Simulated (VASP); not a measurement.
# TaN (P6/mmm) in VASP: notebook, part 2 of 2

VASP 6.6.1. Earlier steps stand in the parts before.

## (4) Single point, PBEsol

This run uses another cell than the first one, of 11.35 Å³/atom, 1.006 times its volume.

INCAR reads:

```
SYSTEM = TaN
PREC = Accurate
ENCUT = 520
EDIFF = 1E-6
ISMEAR = 0
SIGMA = 0.1
LREAL = .FALSE.
LASPH = .TRUE.
NELM = 100
ALGO = Normal
ISIF = 2
LWAVE = .FALSE.
LCHARG = .FALSE.
GGA = PS
NBANDS = 33
```

KPOINTS reads:

```
regular mesh
0
G
  12 12 12
  0 0 0
```

POSCAR reads:

```
TaN
1.0
    5.2050894121      0.0000000000      0.0000000000
   -2.6025447060      4.5077396598      0.0000000000
    0.0000000000      0.0000000000      2.9035873887
Ta N
3 3
Direct
    0.0000000000      0.0000000000      0.0000000000
    0.3333333333      0.6666666667      0.5000000000
    0.6666666667      0.3333333333      0.5000000000
    0.5000000000      0.0000000000      0.0000000000
    0.5000000000      0.5000000000      0.0000000000
    0.0000000000      0.5000000000      0.0000000000
```

Started as:

```sh
$ cat potpaw_PBE.64/Ta_pv/POTCAR potpaw_PBE.64/N/POTCAR > POTCAR
$ mpirun -np 1 vasp_std > vasp.out
```

Run time: 3.4 min. Hardware: 1 thread of Intel Xeon Platinum 8259CL at 2.50GHz (Skylake/Cascade Lake), shared host; peak memory 0.35 GiB.

The run converged. Its results:

```yaml
Free_energy: -68.7085 eV
Pressure: 0.9 GPa
Band_gap_on_the_k_mesh: zero (band 24 reaches 8.91 eV, above the bottom of band 25 at 6.71 eV)
```

Stress tensor (GPa, compression positive):
```
0.80 0.00 0.00
0.00 0.80 0.00
0.00 0.00 1.14
```

Levels at points of the mesh, in eV from the Fermi level:
| k point | band 22 | band 23 | band 24 | band 25 | band 26 | band 27 |
| --- | --- | --- | --- | --- | --- | --- |
| (0.00, 0.00, 0.00) | -2.54 | -2.15 | -1.32 | -1.32 | 0.80 | 0.80 |
| (0.50, 0.00, 0.00) | -2.96 | -1.75 | -0.76 | 1.26 | 1.79 | 1.82 |
| (0.00, 0.00, 0.50) | -3.15 | -1.95 | 0.83 | 0.83 | 1.50 | 1.67 |
| (0.50, 0.00, 0.50) | -3.14 | -2.17 | -1.27 | 1.00 | 1.31 | 3.07 |

Caveat: the PAW data sets were made with another functional, which shifts forces and pressure a little; spin-orbit coupling is left out, which moves the levels of the heavy elements.

## (5) Single point, PBEsol, collinear spin, ferromagnetic start

INCAR reads:

```
PREC = Accurate ; ENCUT = 520
EDIFF = 1E-6 ; ISMEAR = 0
SIGMA = 0.1 ; LREAL = False
LASPH = True ; NELM = 150
ALGO = Normal ; ISIF = 2
LWAVE = False ; LCHARG = False
ISPIN = 2 ; MAGMOM = 1 1 1 0 0 0
LORBIT = 11 ; LMAXMIX = 4
GGA = PS ; NBANDS = 37
```

KPOINTS reads:

```
Automatic mesh
0
Gamma
  6 6 6
```

POSCAR, as its differences from that of step 4:

```diff
@@ -2,5 +2,5 @@
 1.0
-    5.2050894121      0.0000000000      0.0000000000
-   -2.6025447060      4.5077396598      0.0000000000
-    0.0000000000      0.0000000000      2.9035873887
+    5.1849992558      0.0000000000      0.0000000000
+   -2.5924996279      4.4903410741      0.0000000000
+    0.0000000000      0.0000000000      2.9080000000
 Ta N
```

Potentials or basis: VASP PAW PBE potentials, release 64 (Ta_pv, N).

Started as:

```sh
$ cat potpaw_PBE.64/Ta_pv/POTCAR potpaw_PBE.64/N/POTCAR > POTCAR
$ mpirun -np 1 vasp_std > vasp.out
```

OUTCAR:

```text
PREC = Accurate
   ENCUT = 520
   EDIFF = 1E-6
   ISMEAR = 0
   LREAL = False
   LASPH = True
   NELM = 150
   ISIF = 2
   ISPIN = 2
   LORBIT = 11
   GGA = PS

 ion  position               nearest neighbor table
   1  0.000  0.000  0.000-   5 2.59   6 2.59   6 2.59   5 2.59   4 2.59   4 2.59   3 3.33   3 3.33
                             2 3.33   2 3.33   2 3.33   3 3.33   2 3.33   3 3.33   2 3.33   3 3.33
   2  0.333  0.667  0.500-   4 2.09   4 2.09   6 2.09   6 2.09   5 2.09   5 2.09   3 2.99   3 2.99
                             3 2.99   1 3.33   1 3.33   1 3.33   1 3.33   1 3.33   1 3.33
   3  0.667  0.333  0.500-   4 2.09   4 2.09   6 2.09   6 2.09   5 2.09   5 2.09   2 2.99   2 2.99
                             2 2.99   1 3.33   1 3.33   1 3.33   1 3.33   1 3.33   1 3.33
   4  0.500  0.000  0.000-   2 2.09   3 2.09   2 2.09   3 2.09   1 2.59   1 2.59
   5  0.500  0.500  0.000-   2 2.09   3 2.09   2 2.09   3 2.09   1 2.59   1 2.59
   6  0.000  0.500  0.000-   2 2.09   3 2.09   2 2.09   3 2.09   1 2.59   1 2.59

  LATTYP: Found a hexagonal cell.
 ALAT       =     5.1849992558
 C/A-ratio  =     0.5608486822

  Lattice vectors:

 A1 = (   5.1849992558,   0.0000000000,   0.0000000000)
 A2 = (  -2.5924996279,   4.4903410741,   0.0000000000)
 A3 = (   0.0000000000,   0.0000000000,   2.9080000000)

Analysis of symmetry for initial positions (statically):
[... 2096 lines left out ...]

 VOLUME and BASIS-vectors are now :
 -----------------------------------------------------------------------------
  energy-cutoff  :      520.00
  volume of cell :       67.71
      direct lattice vectors                 reciprocal lattice vectors
     5.184999256  0.000000000  0.000000000     0.192864059  0.111350116  0.000000000
    -2.592499628  4.490341074  0.000000000     0.000000000  0.222700232  0.000000000
     0.000000000  0.000000000  2.908000000     0.000000000  0.000000000  0.343878955

 POSITION                                       TOTAL-FORCE (eV/Angst)
 -----------------------------------------------------------------------------------
      0.00000      0.00000      0.00000        -0.000000      0.000000      0.000000
     -0.00000      2.99356      1.45400        -0.000000      0.000000      0.000000
      2.59250      1.49678      1.45400         0.000000      0.000000     -0.000000
      2.59250      0.00000      0.00000        -0.000000      0.000000      0.000000
      1.29625      2.24517      0.00000        -0.000000      0.000000      0.000000
     -1.29625      2.24517      0.00000        -0.000000      0.000000      0.000000
 -----------------------------------------------------------------------------------
    total drift:                               -0.000000      0.000000     -0.000000

  FREE ENERGIE OF THE ION-ELECTRON SYSTEM (eV)
  ---------------------------------------------------
  free  energy   TOTEN  =       -68.6629188730 eV

  energy  without entropy=      -68.6588156031  energy(sigma->0) =      -68.66086724

 total charge

# of ion       s       p       d       tot
------------------------------------------
    1        0.272   6.119   2.249   8.640
    2        0.324   6.313   2.442   9.079
    3        0.324   6.313   2.442   9.079
    4        1.244   2.547   0.000   3.791
    5        1.244   2.547   0.000   3.791
    6        1.244   2.547   0.000   3.791
--------------------------------------------------
tot          4.652  26.386   7.134  38.171

 magnetization (x)

# of ion       s       p       d       tot
------------------------------------------
    1       -0.000  -0.000  -0.000  -0.000
    2        0.000  -0.000   0.000   0.000
    3        0.000  -0.000   0.000   0.000
    4       -0.000   0.000   0.000   0.000
    5       -0.000   0.000   0.000   0.000
    6       -0.000   0.000   0.000   0.000
--------------------------------------------------
tot          0.000   0.000  -0.000  -0.000
```

OSZICAR:

```text
N       E                     dE             d eps       ncg     rms          rms(c)
DAV:   1     0.449209350102E+03    0.44921E+03   -0.25127E+04  4144   0.135E+03
DAV:   2    -0.473838937451E+02   -0.49659E+03   -0.46785E+03  4748   0.417E+02
DAV:   3    -0.778513502272E+02   -0.30467E+02   -0.29800E+02  4915   0.101E+02
DAV:   4    -0.783335372303E+02   -0.48219E+00   -0.47871E+00  5063   0.129E+01
DAV:   5    -0.783392631233E+02   -0.57259E-02   -0.57235E-02  4920   0.127E+00    0.474E+01
DAV:   6    -0.692701625082E+02    0.90691E+01   -0.30068E+01  4993   0.330E+01    0.194E+01
DAV:   7    -0.688677851320E+02    0.40238E+00   -0.26451E+00  4840   0.125E+01    0.124E+01
DAV:   8    -0.686982261943E+02    0.16956E+00   -0.50982E-01  4687   0.453E+00    0.387E+00
DAV:   9    -0.686652491962E+02    0.32977E-01   -0.61406E-02  4876   0.239E+00    0.644E-01
DAV:  10    -0.686632941788E+02    0.19550E-02   -0.88407E-03  4790   0.557E-01    0.332E-01
DAV:  11    -0.686630572952E+02    0.23688E-03   -0.93513E-04  4892   0.202E-01    0.155E-01
DAV:  12    -0.686629729426E+02    0.84353E-04   -0.12222E-04  4962   0.722E-02    0.454E-02
DAV:  13    -0.686629248034E+02    0.48139E-04   -0.11424E-05  4778   0.256E-02    0.294E-02
DAV:  14    -0.686629189443E+02    0.58591E-05   -0.27327E-06  4086   0.102E-02    0.665E-03
DAV:  15    -0.686629188730E+02    0.71333E-07   -0.29699E-07  2482   0.410E-03
   1 F= -.68662919E+02 E0= -.68660867E+02  d E =-.410327E-02  mag=     0.0000
```

It took 1.8 min on 1 thread of Intel Xeon Platinum 8259CL at 2.50GHz (Skylake/Cascade Lake), shared host; peak memory 0.28 GiB.

What came out:

```
Free energy                                           : -68.6629 eV
Pressure                                              : 2.9 GPa
Band gap on the k mesh                                : zero (filled and empty bands overlap)
Net moment                                            : 0.00 μB per cell
Valence electrons inside the program's atomic spheres : Ta 8.64, 9.08; N 3.79
```

Caveat: the k points lie up to 0.36 Å⁻¹ apart; the PAW data sets were made with another functional, which shifts forces and pressure a little; spin-orbit coupling is left out, which moves the levels of the heavy elements.

## (6) Single point, PBEsol

This run uses another cell than the first one, of 9.79 Å³/atom, 0.867 times its volume.

INCAR reads:

```
PREC = Accurate
ENCUT = 520
EDIFF = 1E-7
ISMEAR = 0
SIGMA = 0.1
LREAL = F
LASPH = T
NELM = 80
ALGO = Normal
ISIF = 2
LWAVE = F
LCHARG = F
GGA = PS
NBANDS = 33
```

KPOINTS reads:

```
regular mesh
0
Gamma
  12 12 12
```

POSCAR, as its differences from that of step 5:

```diff
@@ -2,5 +2,5 @@
 1.0
-    5.1849992558      0.0000000000      0.0000000000
-   -2.5924996279      4.4903410741      0.0000000000
-    0.0000000000      0.0000000000      2.9080000000
+    4.8807615234      0.0000000000      0.0000000000
+   -2.4403807617      4.2268634691      0.0000000000
+    0.0000000000      0.0000000000      2.8466700815
 Ta N
```

Potentials or basis: VASP PAW PBE potentials, release 64 (Ta_pv, N).

Started as:

```sh
$ cat potpaw_PBE.64/Ta_pv/POTCAR potpaw_PBE.64/N/POTCAR > POTCAR
$ mpirun -np 1 vasp_std > vasp.out
```

Wall time 2.7 min (1 thread of Intel Xeon 6975P-C, shared host); peak memory 0.32 GiB.

The run converged. Its results:

| Quantity | Value |
| --- | --- |
| Free energy | -67.0691 eV |
| Pressure | 62.1 GPa |
| Band gap on the k mesh | zero (band 24 reaches 10.75 eV, above the bottom of band 25 at 8.15 eV) |

Stress tensor (GPa, compression positive):
```
61.88  0.00  0.00
 0.00 61.88  0.00
 0.00  0.00 62.60
```

Levels at points of the mesh, in eV from the Fermi level:
```csv
k point,band 20,band 21,band 22,band 23,band 24,band 25,band 26,band 27,band 28,band 29
"(0.00, 0.00, 0.00)",-2.90,-2.90,-2.69,-2.06,-1.45,-1.45,0.52,0.52,2.21,2.75
"(0.50, 0.00, 0.00)",-5.30,-3.90,-2.72,-1.73,-0.45,1.85,2.13,2.13,2.49,2.50
"(0.00, 0.00, 0.50)",-4.52,-3.15,-3.15,-2.08,1.15,1.15,1.21,2.58,3.39,3.39
"(0.50, 0.00, 0.50)",-4.98,-3.73,-3.69,-2.51,-1.31,1.29,1.80,3.24,3.71,4.48
```

Caveat: the PAW data sets were made with another functional, which shifts forces and pressure a little; spin-orbit coupling is left out, which moves the levels of the heavy elements.

## (7) Summary

| spin | cell | k mesh | gap on the mesh (eV) | pressure (GPa) |
| --- | --- | --- | --- | --- |
| off | a = 5.185, b = 5.185, c = 2.908 Å, angles 90.0, 90.0, 120.0°, 6 atoms | 6 × 6 × 6 | none | 2.9 |
| off | a = 2.904, b = 9.015, c = 5.205 Å, angles 30.0, 90.0, 90.0°, 6 atoms | 12 × 4 × 13 | none | 0.9 |
| off | a = 5.205, b = 5.205, c = 2.904 Å, angles 90.0, 90.0, 120.0°, 6 atoms | 12 × 12 × 12 | none | 0.9 |
| collinear, ferromagnetic start | a = 5.185, b = 5.185, c = 2.908 Å, angles 90.0, 90.0, 120.0°, 6 atoms | 6 × 6 × 6 | none | 2.9 |
| off | a = 4.881, b = 4.881, c = 2.847 Å, angles 90.0, 90.0, 120.0°, 6 atoms | 12 × 12 × 12 | none | 62.1 |

Alike in all rows: task single point; level PBEsol; potentials or basis VASP PAW PBE potentials, release 64 (Ta_pv, N); cutoff (eV) 520; smearing gaussian 0.1 eV.

Caveats: some runs use coarse meshes; the PAW data sets were made with another functional, which shifts forces and pressure a little; spin-orbit coupling is left out, which moves the levels of the heavy elements.

Absolute energies hang on the potentials; compare differences alone.
